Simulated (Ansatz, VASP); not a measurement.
# Ni3Ge in VASP and in Ansatz

```xyz
4
Lattice="3.5211 0.0000 0.0000 0.0000 3.5211 0.0000 0.0000 0.0000 3.5211" Properties=species:S:1:pos:R:3 pbc="T T T"
Ni    1.7606    0.0000    1.7606
Ni    0.0000    1.7606    1.7606
Ni    1.7606    1.7606    0.0000
Ge    0.0000    0.0000    0.0000
```

Alike in both runs: functional r2SCAN; dispersion rVV10; k mesh 12 × 12 × 12; occupations gaussian, width 0.1 eV; no spin polarisation.

Ansatz relaxed the structure, and its values are those at the end. VASP's run is a single point on that final structure, the one shown.

|  | VASP | Ansatz |
| --- | --- | --- |
| version | VASP 6.6.1 | Ansatz 0.2.0 |
| potentials or method | VASP PAW PBE potentials, release 64 (Ni, Ge_d), cutoff 520 eV | scalar-relativistic, plane waves, PAW |
| valence electrons in the cell | 44 | 68 |

Ansatz gave:

| Quantity | Value |
| --- | --- |
| gap on the k mesh at the Fermi level (eV) | none |
| pressure (GPa) | 0.0 |

Q: Estimate VASP's values.

A: gap on the k mesh at the Fermi level (eV): none; pressure (GPa): 0.5.

VASP's potentials were made for PBE, not for r2SCAN. A gap of «none» marks a metal or a gap that the smearing closes. VASP's potentials hold 44 valence electrons a cell and Ansatz's 68, so a difference there can come from the potentials and not from the codes.
